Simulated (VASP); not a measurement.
# Si (I-4m2) in VASP: notebook

Si is run at these levels: PBE; tasks: relaxation of cell and atoms, single point.

Everything below comes from runs of VASP 6.6.1. Logs are shortened: lines on timing, memory, paths and dates and some standing lists are left out, and cuts for length are marked.

## (1) The cell of the first run

Symmetry: I-4m2, No. 119, tetragonal system. Conventional cell: a = 3.676 Å, b = 3.676 Å, c = 10.169 Å, α = 90.00°, β = 90.00°, γ = 90.00°. Within 3.0 Å of Si (site symmetry 2mm) lie 3 Si at 2.30 to 2.31 Å. Within 3.0 Å of Si (site symmetry -4m2) lie 4 Si at 2.31 Å.

## (2) Relaxation of cell and atoms, PBE

INCAR reads:

```
SYSTEM = Si
ALGO     = Normal         ! electronic algorithm
EDIFF    = 1E-7           ! SCF threshold, eV
EDIFFG   = -0.01          ! ionic threshold
ENCUT    = 600            ! plane-wave cutoff, eV
GGA      = PE             ! functional
IBRION   = 2              ! ionic algorithm
ISIF     = 3              ! what is computed and relaxed
ISMEAR   = 0              ! smearing method
LASPH    = .True.         ! aspherical terms in the spheres
LCHARG   = .False.        ! write CHGCAR
LREAL    = .False.        ! projectors in reciprocal space
LWAVE    = .False.        ! write WAVECAR
NELM     = 100            ! most SCF steps
NSW      = 100            ! ionic steps
PREC     = Accurate       ! precision mode
SIGMA    = 0.1            ! smearing width, eV
```

KPOINTS reads:

```
k-points
0
Gamma
  18 18 18
  0 0 0
```

POSCAR reads:

```
Si
1.0
   -1.8378633553      1.8378633553      5.0846725007
    1.8378633553     -1.8378633553      5.0846725007
    1.8378633553      1.8378633553     -5.0846725007
Si
3
Direct
    0.3870285838      0.3870285838      0.0000000000
    0.7500000000      0.2500000000      0.5000000000
    0.6129714162      0.6129714162      0.0000000000
```

Potentials or basis: VASP PAW PBE potentials, release 64 (Si).

On the command line:

```sh
> cat potpaw_PBE.64/Si/POTCAR > POTCAR
> mpirun -np 1 vasp_std > vasp.out
```

OUTCAR:

```text
SYSTEM = Si
   EDIFF = 1E-7
   EDIFFG = -0.01
   ENCUT = 600
   GGA = PE
   IBRION = 2
   ISIF = 3
   ISMEAR = 0
   LASPH = .True.
   LREAL = .False.
   NELM = 100
   NSW = 100
   PREC = Accurate

 ion  position               nearest neighbor table
   1  0.387  0.387  0.000-   3 2.30   2 2.31   2 2.31
   2  0.750  0.250  0.500-   3 2.31   1 2.31   1 2.31   3 2.31
   3  0.613  0.613  0.000-   1 2.30   2 2.31   2 2.31

  LATTYP: Found a body centered tetragonal cell.
 ALAT       =     3.6757267106
 C/A-ratio  =     2.7666216240

  Lattice vectors:

 A1 = (  -1.8378633553,   1.8378633553,   5.0846725007)
 A2 = (   1.8378633553,  -1.8378633553,   5.0846725007)
 A3 = (   1.8378633553,   1.8378633553,  -5.0846725007)

Analysis of symmetry for initial positions (statically):
=====================================================================
 Subroutine PRICEL returns:
 Original cell was already a primitive cell.

 Routine SETGRP: Setting up the symmetry group for a
 body centered tetragonal supercell.

 Subroutine GETGRP returns: Found  8 space group operations
 (whereof  8 operations were pure point group operations)
 out of a pool of 16 trial point group operations.

The static configuration has the point symmetry D_2d.

Analysis of symmetry for dynamics (positions and initial velocities):
=====================================================================
 Subroutine PRICEL returns:
 Original cell was already a primitive cell.

 Routine SETGRP: Setting up the symmetry group for a
 body centered tetragonal supercell.

 Subroutine GETGRP returns: Found  8 space group operations
 (whereof  8 operations were pure point group operations)
 out of a pool of 16 trial point group operations.

The dynamic configuration has the point symmetry D_2d.

 Subroutine INISYM returns: Found  8 space group operations
 (whereof  8 operations are pure point group operations),
 and found     1 'primitive' translations

----------------------------------------------------------------------------------------

                                     Primitive cell

  volume of cell :      68.6988

  direct lattice vectors                    reciprocal lattice vectors
    -1.837863355  1.837863355  5.084672501     0.000000000  0.272055046  0.098334750
     1.837863355 -1.837863355  5.084672501     0.272055046  0.000000000  0.098334750
     1.837863355  1.837863355 -5.084672501     0.272055046  0.272055046  0.000000000
[... 99 lines left out ...]
   EMIN   =  10.00;   EMAX   =-10.00  energy-range for DOS
   EFERMI =   0.00;   METHOD = LEGACY
   ISMEAR =     0;   SIGMA  =   0.10  broadening in eV -4-tet -1-fermi 0-gaus
   EFERMI_NEDOS =   21; number of points for ismear=-14 and -15
   IALGO  =     38    algorithm
   IMIX   =      4    mixing-type and parameters
     AMIX     =   0.40;   BMIX     =  1.00
     AMIX_MAG =   1.60;   BMIX_MAG =  1.00
  volume/ion in A,a.u.               =      22.90       154.53
  Fermi-wavevector in a.u.,A,eV,Ry     =   0.915136  1.729355 11.394514  0.837473
  Thomas-Fermi vector in A             =   2.039842
   LORBIT       =      0    0 simple, 1 ext, 2 COOP (PROOUT), +10 PAW based schemes
   GGA     = PE    functional components
   LHFCALC =     F    Hartree Fock is set to
   AEXX    =    0.0000 exact exchange contribution
   IVDW    =     0    specifies the selected vdW correction
   LEPSILON=     F    determine dielectric tensor
   LRPA    =     F    only Hartree local field effects (RPA)
 conjugate gradient relaxation of ions
 non-spin polarized calculation
 Gauss-broadening in eV      SIGMA  =   0.10
  energy-cutoff  :      600.00
  volume of cell :       68.70
 maximum number of plane-waves:      2333
 NGX is ok and might be reduce to    48
   NGX = 23   NGY = 23   NGZ = 23

--------------------------------------- Ionic step        1  -------------------------------------------

 number of electron      12.0000000 magnetization

 Free energy of the ion-electron system (eV)
  ---------------------------------------------------
  ext. energy  EPLUGINS =         0.00000000
  ---------------------------------------------------
  free energy    TOTEN  =       -14.67804072 eV

  energy without entropy =      -14.67307313  energy(sigma->0) =      -14.67555693

------------------------ aborting loop because EDIFF is reached ----------------------------------------

  FORCE on cell =-STRESS in cart. coord.  units (eV):
  Direction    XX          YY          ZZ          XY          YZ          ZX
  --------------------------------------------------------------------------------------
  -------------------------------------------------------------------------------------
  Total       -0.0028447     -0.0028447     -0.2273808      0.0000000      0.0000000      0.0000000
  in kB       -0.0663444     -0.0663444     -5.3029187      0.0000000      0.0000000      0.0000000
  external PRESSURE =      -1.8118691 kB  Pullay stress =       0.0000000 kB
[... 61 lines left out ...]
--------------------------------------- Ionic step        3  -------------------------------------------

 number of electron      12.0000000 magnetization

 Free energy of the ion-electron system (eV)
  ---------------------------------------------------
  ext. energy  EPLUGINS =         0.00000000
  ---------------------------------------------------
  free energy    TOTEN  =       -14.67829664 eV

  energy without entropy =      -14.67339990  energy(sigma->0) =      -14.67584827

 E-fermi :   4.5083     XC(G=0):  -8.9044

 val. band max:        4.5078332180   @ k =  -0.3889   0.3889   0.1111
 cond. band min:       4.5100474624   @ k =   0.4444   0.4444   0.0556
 fundamental gap:      0.0022142444
 Fermi energy:         4.5082877370

 k-point     1 :       0.0000    0.0000    0.0000
  band No.  band energies     occupation
      1      -7.0725      2.00000
      2      -2.0696      2.00000
      3      -1.4587      2.00000
      4       3.1535      2.00000
      5       3.1535      2.00000
      6       5.5631      0.00000
      7       5.5631      0.00000
      8       6.4798      0.00000
      9       7.2113      0.00000
     10       8.5866      0.00000
[... 287 lines left out ...]
 k-point    24 :      -0.2222    0.0556    0.0000
  band No.  band energies     occupation
      1      -6.6032      2.00000
      2      -2.4350      2.00000
      3      -0.9073      2.00000
      4       1.2988      2.00000
      5       3.1173      2.00000
      6       3.7370      2.00000
      7       5.7042      0.00000
      8       7.3723      0.00000
      9       9.0643      0.00000
     10      10.0056      0.00000

 [... further k-points ...]
[... 5 lines left out ...]
  --------------------------------------------------------------------------------------
  -------------------------------------------------------------------------------------
  Total        0.0261526      0.0261526     -0.0017127      0.0000000      0.0000000      0.0000000
  in kB        0.6112478      0.6112478     -0.0400287      0.0000000      0.0000000      0.0000000
  external PRESSURE =       0.3941557 kB  Pullay stress =       0.0000000 kB
[... 18 lines left out ...]
  FREE ENERGIE OF THE ION-ELECTRON SYSTEM (eV)
  ---------------------------------------------------
  free  energy   TOTEN  =       -14.6782966355 eV

  energy  without entropy=      -14.6733999014  energy(sigma->0) =      -14.67584827

 reached required accuracy - stopping structural energy minimisation
```

Run time: 12 min. Hardware: 1 thread of Intel Xeon Platinum 8488C (Sapphire Rapids), shared host; peak memory 0.57 GiB.

Results:

| Property | Result |
| --- | --- |
| Free energy | -14.6783 eV |
| Relaxed volume | 22.85 Å³/atom |
| Relaxed cell | a = 5.701 Å, b = 5.701 Å, c = 5.701 Å, α = 142.39°, β = 142.39°, γ = 54.25° |
| Space group after relaxing (to 0.05 Å) | I-4m2 (No. 119) |
| Energy gained by relaxing | 0.1 meV/atom |
| Ionic steps | 3 |
| Pressure after relaxing | 0.0 GPa |
| Largest force after relaxing | 0.008 eV/Å |
| Band gap on the k mesh | zero (band 6 reaches 6.34 eV, above the bottom of band 7 at 3.69 eV) |

Forces on the atoms (eV/Å):
```
Si   0.000  0.000 -0.008
Si   0.000  0.000  0.000
Si   0.000  0.000  0.008
```

Step by step:
```tsv
step	energy change (eV)	largest force (eV/Å)	pressure (GPa)	volume (Å³)
1	0.0000	0.0218	-0.18	68.70
2	-0.0001	0.0304	0.20	68.44
3	-0.0003	0.0076	0.04	68.55
```

Final structure:
```cif
data_structure
_symmetry_space_group_name_H-M 'P 1'
_symmetry_Int_Tables_number 1
_cell_length_a 5.7009
_cell_length_b 5.7009
_cell_length_c 5.7009
_cell_angle_alpha 142.387
_cell_angle_beta 142.387
_cell_angle_gamma 54.246
_cell_volume 68.55
loop_
_atom_site_label
_atom_site_type_symbol
_atom_site_fract_x
_atom_site_fract_y
_atom_site_fract_z
_atom_site_occupancy
Si1 Si 0.38709 0.38709 0.00000 1
Si2 Si 0.75000 0.25000 0.50000 1
Si3 Si 0.61291 0.61291 0.00000 1
```

Levels at points of the mesh, in eV from the Fermi level:
```tsv
k point	band 3	band 4	band 5	band 6	band 7	band 8	band 9	band 10
(0.00, 0.00, 0.00)	-5.97	-1.35	-1.35	1.05	1.05	1.97	2.70	4.08
(0.50, 0.00, 0.00)	-5.62	-3.85	-0.87	-0.81	1.68	2.22	3.23	5.17
(0.50, 0.50, 0.00)	-6.33	-3.57	-3.39	-2.10	0.09	1.46	2.47	2.50
(0.50, 0.50, 0.50)	-1.77	-1.77	-1.71	0.91	1.72	2.75	2.98	2.98
```

## (3) Single point, PBE

INCAR reads:

```
PREC     = Accurate       # precision mode
ENCUT    = 520            # plane-wave cutoff, eV
EDIFF    = 1E-6           # SCF threshold, eV
ISMEAR   = 0              # smearing method
SIGMA    = 0.1            # smearing width, eV
LREAL    = F              # projectors in reciprocal space
LASPH    = T              # aspherical terms in the spheres
NELM     = 100            # most SCF steps
ALGO     = Normal         # electronic algorithm
ISIF     = 2              # what is computed and relaxed
LWAVE    = F              # write WAVECAR
LCHARG   = F              # write CHGCAR
GGA      = PE             # functional
NBANDS   = 13             # bands
```

KPOINTS reads:

```
regular mesh
0
Gamma
  18 18 18
```

POSCAR reads:

```
Si
1.0
   -1.8394642168      1.8394642168      5.0743977541
    1.8394642168     -1.8394642168      5.0743977541
    1.8394642168      1.8394642168     -5.0743977541
Si
3
Direct
    0.3870114108      0.3870114108      0.0000000000
    0.7500000000      0.2500000000      0.5000000000
    0.6129885892      0.6129885892      0.0000000000
```

Potentials or basis: VASP PAW PBE potentials, release 64 (Si).

On the command line:

```sh
> cat potpaw_PBE.64/Si/POTCAR > POTCAR
> mpirun -np 1 vasp_std > vasp.out
```

OUTCAR:

```text
PREC = Accurate
   ENCUT = 520
   EDIFF = 1E-6
   ISMEAR = 0
   LREAL = F
   LASPH = T
   NELM = 100
   ISIF = 2
   GGA = PE

 ion  position               nearest neighbor table
   1  0.387  0.387  0.000-   3 2.29   2 2.31   2 2.31
   2  0.750  0.250  0.500-   1 2.31   3 2.31   1 2.31   3 2.31
   3  0.613  0.613  0.000-   1 2.29   2 2.31   2 2.31

  LATTYP: Found a body centered tetragonal cell.
 ALAT       =     3.6789284336
 C/A-ratio  =     2.7586281417

  Lattice vectors:

[... 564 lines left out ...]
      8       7.3459      0.00000
      9       9.0439      0.00000
     10       9.9753      0.00000
     11      10.5234      0.00000
     12      11.0830      0.00000
     13      12.1506      0.00000

 [... further k-points ...]
[... 5 lines left out ...]
  --------------------------------------------------------------------------------------
  -------------------------------------------------------------------------------------
  Total       -0.0200026     -0.0200026     -0.0522935      0.0000000      0.0000000      0.0000000
  in kB       -0.4666266     -0.4666266     -1.2199187      0.0000000      0.0000000      0.0000000
  external PRESSURE =      -0.7177240 kB  Pullay stress =       0.0000000 kB

 VOLUME and BASIS-vectors are now :
 -----------------------------------------------------------------------------
  energy-cutoff  :      520.00
  volume of cell :       68.68
      direct lattice vectors                 reciprocal lattice vectors
    -1.839464217  1.839464217  5.074397754     0.000000000  0.271818280  0.098533860
     1.839464217 -1.839464217  5.074397754     0.271818280  0.000000000  0.098533860
     1.839464217  1.839464217 -5.074397754     0.271818280  0.271818280  0.000000000

 POSITION                                       TOTAL-FORCE (eV/Angst)
 -----------------------------------------------------------------------------------
      0.00000      0.00000      3.92770         0.000000     -0.000000      0.002960
     -0.00000      1.83946      2.53720        -0.000000      0.000000      0.000000
      0.00000      0.00000      6.22110         0.000000     -0.000000     -0.002960
 -----------------------------------------------------------------------------------
    total drift:                               -0.000000      0.000000     -0.000000

  FREE ENERGIE OF THE ION-ELECTRON SYSTEM (eV)
  ---------------------------------------------------
  free  energy   TOTEN  =       -14.6781339341 eV

  energy  without entropy=      -14.6732142827  energy(sigma->0) =      -14.67567411
```

stdout:

```text
POSCAR found type information on POSCAR Si
 POSCAR found :  1 types and       3 ions
 scaLAPACK will be used
 LDA part: xc-table for (Slater+PW92), standard interpolation
 POSCAR, INCAR and KPOINTS ok, starting setup
 FFT: planning ... GRIDC
 FFT: planning ... GRID_SOFT
 FFT: planning ... GRID
 WAVECAR not read
 entering main loop
```

Wall time 7.5 min (1 thread of AMD EPYC 7R43 (Zen 3), shared host); peak memory 0.43 GiB.

Results:

- Free energy: -14.6781 eV
- Pressure: -0.1 GPa
- Band gap on the k mesh: zero (band 6 reaches 6.31 eV, above the bottom of band 7 at 3.68 eV)

Forces in eV/Å, atoms in the order of the input:
```
Si   0.000  0.000  0.003
Si   0.000  0.000  0.000
Si   0.000  0.000 -0.003
```

Stress tensor (GPa, compression positive):
```
-0.05  0.00  0.00
 0.00 -0.05  0.00
 0.00  0.00 -0.12
```

## (4) Single point, PBE

INCAR reads:

```
ALGO = Normal
EDIFF = 1E-7
ENCUT = 520
GGA = PE
ISIF = 2
ISMEAR = 0
LASPH = True
LCHARG = True
LELF = True
LREAL = False
LVHAR = True
LWAVE = False
NBANDS = 13
NELM = 100
PREC = Accurate
SIGMA = 0.1
```

KPOINTS reads:

```
k-points
0
Gamma
  18 18 18
```

POSCAR is that of step 3.

Potentials or basis: VASP PAW PBE potentials, release 64 (Si).

On the command line:

```sh
> cat potpaw_PBE.64/Si/POTCAR > POTCAR
> mpirun -np 1 vasp_std > vasp.out
```

OUTCAR:

```text
EDIFF = 1E-7
   ENCUT = 520
   GGA = PE
   ISIF = 2
   ISMEAR = 0
   LASPH = True
   LREAL = False
   NELM = 100
   PREC = Accurate

 ion  position               nearest neighbor table
   1  0.387  0.387  0.000-   3 2.29   2 2.31   2 2.31
   2  0.750  0.250  0.500-   1 2.31   3 2.31   1 2.31   3 2.31
   3  0.613  0.613  0.000-   1 2.29   2 2.31   2 2.31

  LATTYP: Found a body centered tetragonal cell.
 ALAT       =     3.6789284336
 C/A-ratio  =     2.7586281417
[... 567 lines left out ...]
      8       7.3461      0.00000
      9       9.0442      0.00000
     10       9.9756      0.00000
     11      10.5240      0.00000
     12      11.0832      0.00000
     13      12.1511      0.00000

 [... further k-points ...]
[... 5 lines left out ...]
  --------------------------------------------------------------------------------------
  -------------------------------------------------------------------------------------
  Total       -0.0213448     -0.0213448     -0.0537382      0.0000000     -0.0000000      0.0000000
  in kB       -0.4979388     -0.4979388     -1.2536223      0.0000000     -0.0000000      0.0000000
  external PRESSURE =      -0.7498333 kB  Pullay stress =       0.0000000 kB

 VOLUME and BASIS-vectors are now :
 -----------------------------------------------------------------------------
  energy-cutoff  :      520.00
  volume of cell :       68.68
      direct lattice vectors                 reciprocal lattice vectors
    -1.839464217  1.839464217  5.074397754     0.000000000  0.271818280  0.098533860
     1.839464217 -1.839464217  5.074397754     0.271818280  0.000000000  0.098533860
     1.839464217  1.839464217 -5.074397754     0.271818280  0.271818280  0.000000000

 POSITION                                       TOTAL-FORCE (eV/Angst)
 -----------------------------------------------------------------------------------
      0.00000      0.00000      3.92770         0.000000      0.000000      0.002861
     -0.00000      1.83946      2.53720         0.000000      0.000000      0.000000
      0.00000      0.00000      6.22110        -0.000000     -0.000000     -0.002861
 -----------------------------------------------------------------------------------
    total drift:                               -0.000000      0.000000     -0.000000

  FREE ENERGIE OF THE ION-ELECTRON SYSTEM (eV)
  ---------------------------------------------------
  free  energy   TOTEN  =       -14.6781349289 eV

  energy  without entropy=      -14.6732155454  energy(sigma->0) =      -14.67567524
```

stdout:

```text
POSCAR found type information on POSCAR Si
 POSCAR found :  1 types and       3 ions
 scaLAPACK will be used
 LDA part: xc-table for (Slater+PW92), standard interpolation
 POSCAR, INCAR and KPOINTS ok, starting setup
 FFT: planning ... GRIDC
 FFT: planning ... GRID_SOFT
 FFT: planning ... GRID
 WAVECAR not read
 entering main loop
```

It took 9.1 min on 1 thread of AMD EPYC 7R43 (Zen 3), shared host; peak memory 0.43 GiB.

Results:

```yaml
Free_energy: -14.6781 eV
Pressure: -0.1 GPa
Band_gap_on_the_k_mesh: zero (band 6 reaches 6.32 eV, above the bottom of band 7 at 3.68 eV)
```

Forces in eV/Å, atoms in the order of the input:
```
Si   0.000  0.000  0.003
Si   0.000  0.000  0.000
Si   0.000  0.000 -0.003
```
